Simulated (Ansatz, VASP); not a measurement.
HfN in VASP and in Ansatz

Contents of INCAR:

```
PREC     = Accurate       # precision mode
ENCUT    = 520            # plane-wave cutoff, eV
EDIFF    = 1E-6           # SCF threshold, eV
ISMEAR   = 0              # smearing method
SIGMA    = 0.15           # smearing width, eV
LREAL    = False          # projectors in reciprocal space
LASPH    = True           # aspherical terms in the spheres
NELM     = 80             # most SCF steps
ALGO     = Normal         # electronic algorithm
ISIF     = 2              # what is computed and relaxed
LWAVE    = False          # write WAVECAR
LCHARG   = False          # write CHGCAR
GGA      = PS             # functional
NBANDS   = 14             # bands
```

The input KPOINTS:

```
Automatic mesh
0
Gamma
  16 16 16
```

The input POSCAR:

```
HfN
1.0
    0.0000000000      2.3627661750      2.4548220000
    2.5468778250      0.0000000000      2.4548220000
    2.5468778250      2.3627661750      0.0000000000
Hf N
1 1
Direct
    0.0000000000      0.0000000000      0.0000000000
    0.7500000000      0.7500000000      0.7500000000
```

Input for Ansatz:

```yaml
crystal:
  lattice:
    - [0.0, 2.362766175, 2.454822]
    - [2.546877825, 0.0, 2.454822]
    - [2.546877825, 2.362766175, 0.0]
  atoms:
    - { symbol: Hf, position: [0.0, 0.0, 0.0] }
    - { symbol: "N", position: [0.75, 0.75, 0.75] }
basis:
  ecutwfc: 420
kpoints:
  mp_grid: { grid: [16, 16, 16] }
hamiltonian:
  xc: pbesol
scf:
  occupations: { method: gaussian, width: 0.15 }
output:
  forces: true
  stress: true
  eigenvalues: true
```

Change from the starting cell: strain +0.0375 x Voigt [1, -1, 0, 0, 0, 0], atoms carried along.

Alike in both runs: task single point; functional PBEsol; k mesh 16 × 16 × 16; occupations gaussian, width 0.15 eV; no spin polarisation.

|  | VASP | Ansatz |
| --- | --- | --- |
| version | VASP 6.6.1 | Ansatz 0.2.0 |
| potentials or method | VASP PAW PBE potentials, release 64 (Hf_pv, N), cutoff 520 eV | scalar-relativistic, plane waves, PAW |
| valence electrons in the cell | 15 | 31 |

Ansatz gave:

* gap on the k mesh at the Fermi level (eV): none
* pressure (GPa): -5.0
* traceless stress, the component that is largest in VASP (GPa): -5.91

Q: Estimate VASP's values.

A: gap on the k mesh at the Fermi level (eV): none; pressure (GPa): -5.9; traceless stress, the component that is largest in VASP (GPa): -5.91.

VASP's potentials were made for PBE, not for PBEsol. A gap of «none» marks a metal or a gap that the smearing closes. VASP's potentials hold 15 valence electrons a cell and Ansatz's 31, so a difference there can come from the potentials and not from the codes.

Neither program's run includes spin-orbit coupling.
